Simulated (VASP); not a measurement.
**Mg7FeO8: single point with PBEsol+U**

The system is Mg7FeO8.

```
Fe Mg O
1.0
     0.00000    4.21360    4.21360
     4.21360    0.00000    4.21360
     4.21360    4.21360    0.00000
Fe Mg O
1 7 8
Direct
  0.00000 0.00000 0.00000
  0.00000 0.00000 0.50000
  0.00000 0.50000 0.00000
  0.00000 0.50000 0.50000
  0.50000 0.00000 0.00000
  0.50000 0.00000 0.50000
  0.50000 0.50000 0.00000
  0.50000 0.50000 0.50000
  0.25000 0.25000 0.25000
  0.25347 0.25347 0.74653
  0.25347 0.74653 0.25347
  0.25347 0.74653 0.74653
  0.74653 0.25347 0.25347
  0.74653 0.25347 0.74653
  0.74653 0.74653 0.25347
  0.75000 0.75000 0.75000
```

```yaml
Program: VASP 6.6.1
Task: single point
Functional: PBEsol
Potentials_or_basis: VASP PAW PBE potentials, release 64 (Fe, Mg, O)
Cutoff: 520 eV
k_mesh: 4 × 4 × 4
Occupations: gaussian, width 0.05 eV
Spin: collinear spin, ferromagnetic start
Starting_moments: "[4.0, 0.0, 0.0, 0.0, 0.0, 0.0, 0.0, 0.0, 0.0, 0.0, 0.0, 0.0, 0.0, 0.0, 0.0, 0.0] μB"
Hubbard_terms: Fe d U = 4.0 eV
```

```json
{
  "Pressure": "0.7 GPa",
  "Largest force": "0.067 eV/Å",
  "Band gap on the k mesh": "zero (filled and empty bands overlap)",
  "Net moment": "4.00 μB per cell",
  "Site moments": "Fe +3.73; Mg -0.00, +0.01 (each value once); O -0.00, +0.04 (each value once) μB",
  "Valence electrons inside the program's atomic spheres": "Fe 6.88; Mg 0.41, 0.43 (each value once); O 5.08, 5.07 (each value once)"
}
```

Forces on the atoms (eV/Å):
```
Fe   0.000  0.000  0.000
Mg   0.000  0.000  0.000
Mg   0.000  0.000  0.000
Mg   0.000  0.000  0.000
Mg   0.000  0.000  0.000
Mg   0.000  0.000  0.000
Mg   0.000  0.000  0.000
Mg   0.000  0.000  0.000
O    0.000  0.000  0.000
O    0.000  0.000 -0.067
O    0.000 -0.067  0.000
O    0.067  0.000  0.000
O   -0.067  0.000  0.000
O    0.000  0.067  0.000
O    0.000  0.000  0.067
O    0.000  0.000  0.000
```

Levels at points of the mesh, in eV from the Fermi level:
Spin up:
| k point | band 35 | band 36 | band 37 | band 38 | band 39 | band 40 |
| --- | --- | --- | --- | --- | --- | --- |
| (0.00, 0.00, 0.00) | -3.80 | -2.67 | -2.67 | 0.76 | 3.95 | 3.95 |
| (0.50, 0.00, 0.00) | -4.15 | -2.92 | -2.92 | 3.07 | 3.24 | 5.62 |
| (0.50, 0.50, 0.00) | -4.09 | -3.92 | -2.67 | 4.01 | 4.21 | 5.55 |
Spin down:
| k point | band 31 | band 32 | band 33 | band 34 | band 35 | band 36 |
| --- | --- | --- | --- | --- | --- | --- |
| (0.00, 0.00, 0.00) | -3.73 | -3.73 | -0.15 | -0.15 | -0.15 | 0.89 |
| (0.50, 0.00, 0.00) | -4.09 | -4.09 | -0.01 | 0.05 | 0.05 | 2.40 |
| (0.50, 0.50, 0.00) | -4.37 | -4.37 | -0.10 | 0.19 | 0.19 | 1.95 |

Eigenvalues of the final occupation matrices:
```csv
site,spin,trace,eigenvalues
site 1 d,1,4.93,0.96 0.96 0.96 1.02 1.02
site 1 d,2,1.24,0.12 0.12 0.33 0.33 0.33
```

Run time: 10 min on 1 thread of Intel(R) Xeon(R) Platinum 8375C CPU @ 2.90GHz (Ice Lake), on a shared host, peak memory 0.44 GiB.

Caveat: the PAW data sets were made with another functional, which shifts forces and pressure a little; a cell with one magnetic atom can't hold antiferromagnetic order, which such compounds often take. The state reached can hang on the start; a lower one may exist.
